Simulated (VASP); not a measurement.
# Hg (C2/m) in VASP: single point with PBE+D3(BJ)

Aim: the single point of Hg with PBE+D3(BJ).

Program: VASP 6.6.1. These are calculated values, not measurements. Logs are shortened: lines on timing, memory, paths and dates and some standing lists are left out, and cuts for length are marked.

### 1 The cell of the first run

Symmetry: C2/m, No. 12, monoclinic system. The conventional cell has a = 5.165 Å, b = 3.840 Å, c = 8.019 Å, α = 90.00°, β = 106.33°, γ = 90.00°. Hg (site symmetry m) has 14 Hg at 3.21 to 3.84 Å within 4.2 Å. Within 4.2 Å of Hg (site symmetry 2/m) lie 14 Hg at 3.21 to 3.84 Å.

### 2 Single point, PBE+D3(BJ)

INCAR reads:

```
  PREC = Accurate
  ENCUT = 500
  EDIFF = 1E-6
  ISMEAR = 0
  SIGMA = 0.1
  LREAL = F
  LASPH = T
  NELM = 120
  ALGO = Normal
  ISIF = 2
  LWAVE = F
  LCHARG = T
  GGA = PE
  IVDW = 12
  LELF = T
  LVHAR = T
  NBANDS = 25
  GGA_COMPAT = F
```

KPOINTS reads:

```
regular mesh
0
Gamma
  14 14 6
```

POSCAR reads:

```
Hg
1.0
    2.5805969886     -1.9197773633     -0.0951358852
    2.5805969886      1.9197773633     -0.0951358852
   -1.9698657168      0.0000000000      7.7730091333
Hg
3
Direct
    0.6689372823      0.6689372823      0.3333373993
    0.3310627177      0.3310627177      0.6666626007
    0.0000000000      0.0000000000      0.0000000000
```

Potentials or basis: VASP PAW PBE potentials, release 64 (Hg).

Command:

```
$ cat potpaw_PBE.64/Hg/POTCAR > POTCAR
$ mpirun -np 1 vasp_std > vasp.out
```

OUTCAR:

```text
PREC = Accurate
   ENCUT = 500
   EDIFF = 1E-6
   ISMEAR = 0
   LREAL = F
   LASPH = T
   NELM = 120
   ISIF = 2
   GGA = PE
   IVDW = 12
 IVDW          = 12

 ion  position               nearest neighbor table
   1  0.669  0.669  0.333-   2 3.21   2 3.21   3 3.21   3 3.21   3 3.56   2 3.58   2 3.70   3 3.73

   2  0.331  0.331  0.667-   1 3.21   1 3.21   3 3.21   3 3.21   3 3.56   1 3.58   1 3.70   3 3.73

   3  0.000  0.000  0.000-   1 3.21   1 3.21   2 3.21   2 3.21   1 3.56   2 3.56   1 3.73   2 3.73

  LATTYP: Found a base centered monoclinic cell.
 ALAT       =     5.1647000510
 B/A-ratio  =     0.7434225974
 C/A-ratio  =     1.5526033678
 COS(beta)  =    -0.2812031681

  Lattice vectors:

 A1 = (   2.5805969886,  -1.9197773633,  -0.0951358852)
 A2 = (   2.5805969886,   1.9197773633,  -0.0951358852)
 A3 = (  -1.9698657168,   0.0000000000,   7.7730091333)

Analysis of symmetry for initial positions (statically):
=====================================================================
 Subroutine PRICEL returns:
 Original cell was already a primitive cell.

 Routine SETGRP: Setting up the symmetry group for a
 base centered monoclinic supercell.

 Subroutine GETGRP returns: Found  4 space group operations
 (whereof  4 operations were pure point group operations)
 out of a pool of  4 trial point group operations.

The static configuration has the point symmetry C_2h.

Analysis of symmetry for dynamics (positions and initial velocities):
=====================================================================
 Subroutine PRICEL returns:
 Original cell was already a primitive cell.

 Routine SETGRP: Setting up the symmetry group for a
 base centered monoclinic supercell.

 Subroutine GETGRP returns: Found  4 space group operations
 (whereof  4 operations were pure point group operations)
 out of a pool of  4 trial point group operations.

The dynamic configuration has the point symmetry C_2h.

 Subroutine INISYM returns: Found  4 space group operations
 (whereof  4 operations are pure point group operations),
 and found     1 'primitive' translations

----------------------------------------------------------------------------------------

                                     Primitive cell

  volume of cell :      76.2981

[... 86 lines left out ...]
   LSORBIT =      F    spin-orbit coupling
   LASPH  =      T    aspherical Exc in radial PAW
   ENCUT  =  500.0 eV  36.75 Ry    6.06 a.u.   5.87  5.87 14.62*2*pi/ulx,y,z
   NELM   =    120;   NELMIN=  2; NELMDL= -5     # of ELM steps
   EDIFF  = 0.1E-05   stopping-criterion for ELM
   LREAL  =      F    real-space projection
   EDIFFG = 0.1E-04   stopping-criterion for IOM
   NSW    =      0    number of steps for IOM
   IBRION =     -1    ionic relax: 0-MD 1-quasi-New 2-CG
   NFREE  =      0    steps in history (QN), initial steepest desc. (CG)
   ISIF   =      2    stress and relaxation
   ISYM   =      2    0-nonsym 1-usesym 2-fastsym
   POTIM  = 0.5000    time-step for ionic-motion
   TEBEG  =    0.0;   TEEND  =   0.0 temperature during run
   PSTRESS=    0.0 pullay stress
   NELECT =      36.0000    total number of electrons
   NUPDOWN=      -1.0000    fix difference up-down
   EMIN   =  10.00;   EMAX   =-10.00  energy-range for DOS
   EFERMI =   0.00;   METHOD = LEGACY
   ISMEAR =     0;   SIGMA  =   0.10  broadening in eV -4-tet -1-fermi 0-gaus
   EFERMI_NEDOS =   21; number of points for ismear=-14 and -15
   IALGO  =     38    algorithm
   IMIX   =      4    mixing-type and parameters
     AMIX     =   0.40;   BMIX     =  1.00
     AMIX_MAG =   1.60;   BMIX_MAG =  1.00
  volume/ion in A,a.u.               =      25.43       171.63
  Fermi-wavevector in a.u.,A,eV,Ry     =   1.274494  2.408444 22.100416  1.624335
  Thomas-Fermi vector in A             =   2.407259
   LORBIT       =      0    0 simple, 1 ext, 2 COOP (PROOUT), +10 PAW based schemes
   GGA     = PE    functional components
   LHFCALC =     F    Hartree Fock is set to
   AEXX    =    0.0000 exact exchange contribution
   IVDW    =    12    specifies the selected vdW correction
   LEPSILON=     F    determine dielectric tensor
   LRPA    =     F    only Hartree local field effects (RPA)
 non-spin polarized calculation
 Gauss-broadening in eV      SIGMA  =   0.10
  energy-cutoff  :      500.00
  volume of cell :       76.30
 maximum number of plane-waves:      1962
   NGX = 11   NGY = 11   NGZ = 29

 number of electron      36.0000006 magnetization

 Free energy of the ion-electron system (eV)
  ---------------------------------------------------
  ext. energy  EPLUGINS =         0.00000000
  ---------------------------------------------------
  free energy    TOTEN  =        -0.46003265 eV

  energy without entropy =       -0.45837034  energy(sigma->0) =       -0.45920150

 E-fermi :   2.1042     XC(G=0): -10.4498

 val. band max:        2.0868623371   @ k =  -0.0714  -0.4286   0.3333
 cond. band min:       2.1190635583   @ k =  -0.4286  -0.0000   0.3333
 fundamental gap:      0.0322012212
 Fermi energy:         2.1042374122

 k-point     1 :       0.0000    0.0000    0.0000
  band No.  band energies     occupation
      1      -6.2722      2.00000
      2      -5.2544      2.00000
      3      -5.2541      2.00000
      4      -5.0617      2.00000
      5      -5.0613      2.00000
      6      -4.7914      2.00000
[... 661 lines left out ...]
     24      11.8324      0.00000
     25      12.1208      0.00000

 [... further k-points ...]

------------------------ aborting loop because EDIFF is reached ----------------------------------------

 Edisp (eV)   -1.23571

 E8    (eV) :    -0.5604

  FORCE on cell =-STRESS in cart. coord.  units (eV):
  Direction    XX          YY          ZZ          XY          YZ          ZX
  --------------------------------------------------------------------------------------
  -------------------------------------------------------------------------------------
  Total       0.09857     0.08859     0.10345     0.00000     0.00000    -0.00349
  in kB       2.06983     1.86035     2.17227     0.00000     0.00000    -0.07331
  external pressure =        2.03 kB  Pullay stress =        0.00 kB

 VOLUME and BASIS-vectors are now :
 -----------------------------------------------------------------------------
  energy-cutoff  :      500.00
  volume of cell :       76.30
      direct lattice vectors                 reciprocal lattice vectors
     2.580596989 -1.919777363 -0.095135885     0.195580867 -0.260446867  0.049564852
     2.580596989  1.919777363 -0.095135885     0.195580867  0.260446867  0.049564852
    -1.969865717  0.000000000  7.773009133     0.004787530  0.000000000  0.129863580

 POSITION                                       TOTAL-FORCE (eV/Angst)
 -----------------------------------------------------------------------------------
      2.79589      0.00000      2.46375        -0.000876      0.000000     -0.000296
      0.39544      0.00000      5.11898         0.000876      0.000000      0.000296
      0.00000      0.00000      0.00000         0.000000      0.000000      0.000000
 -----------------------------------------------------------------------------------
    total drift:                                0.000000     -0.000000     -0.000000

  FREE ENERGIE OF THE ION-ELECTRON SYSTEM (eV)
  ---------------------------------------------------
  free  energy   TOTEN  =        -1.6957449366 eV

  energy  without entropy=       -1.6940826335  energy(sigma->0) =       -1.69491379
```

OSZICAR:

```text
N       E                     dE             d eps       ncg     rms          rms(c)
DAV:   1     0.284644306103E+03    0.28464E+03   -0.18078E+04 16232   0.135E+03
DAV:   2     0.724495706476E+01   -0.27740E+03   -0.26287E+03 16574   0.358E+02
DAV:   3    -0.509862668099E+00   -0.77548E+01   -0.77089E+01 18869   0.656E+01
DAV:   4    -0.529814501701E+00   -0.19952E-01   -0.19932E-01 17455   0.298E+00
DAV:   5    -0.529845717455E+00   -0.31216E-04   -0.31214E-04 18623   0.119E-01    0.498E+00
DAV:   6    -0.463652960637E+00    0.66193E-01   -0.17367E-01 17184   0.383E+00    0.377E+00
DAV:   7    -0.460355482576E+00    0.32975E-02   -0.42409E-02 17069   0.163E+00    0.116E+00
DAV:   8    -0.459946442871E+00    0.40904E-03   -0.70014E-03 16781   0.824E-01    0.915E-02
DAV:   9    -0.459978478258E+00   -0.32035E-04   -0.33160E-05 18604   0.489E-02    0.364E-02
DAV:  10    -0.460032632857E+00   -0.54155E-04   -0.57688E-05 16720   0.558E-02    0.699E-03
DAV:  11    -0.460032647661E+00   -0.14804E-07   -0.25148E-06 16658   0.142E-02
   1 F= -.16957449E+01 E0= -.16949138E+01  d E =-.166230E-02
```

It took 3.9 min on 1 thread of Intel Xeon 8259CL, shared host; peak memory 0.52 GiB.

What came out:

| Quantity | Value |
| --- | --- |
| Free energy | -1.6957 eV |
| Pressure | 0.2 GPa |
| Band gap on the k mesh | zero (bands 18 and 19 overlap by 2.73 eV) |
| Dispersion energy per atom | -0.412 eV |

Levels at points of the mesh, in eV from the Fermi level:
| k point | band 16 | band 17 | band 18 | band 19 | band 20 | band 21 |
| --- | --- | --- | --- | --- | --- | --- |
| (0.00, 0.00, 0.00) | -5.84 | -4.84 | -4.84 | 4.36 | 4.36 | 9.79 |
| (0.50, 0.00, 0.00) | -2.83 | -2.83 | -1.29 | -0.97 | 1.60 | 1.60 |
| (0.50, 0.50, 0.00) | -0.86 | -0.86 | 0.30 | 0.30 | 2.66 | 3.15 |
| (0.00, 0.00, 0.50) | -5.91 | -5.44 | -1.05 | -0.82 | 8.57 | 9.38 |
| (0.50, 0.00, 0.50) | -2.77 | -2.76 | -1.58 | -1.13 | 1.96 | 1.96 |
| (0.50, 0.50, 0.50) | -1.15 | -0.87 | 0.45 | 0.45 | 2.72 | 2.72 |

Caveat: spin-orbit coupling is left out, which moves the levels of the heavy elements.

The gap in the log of VASP goes by the Fermi energy; the results here count the filled bands.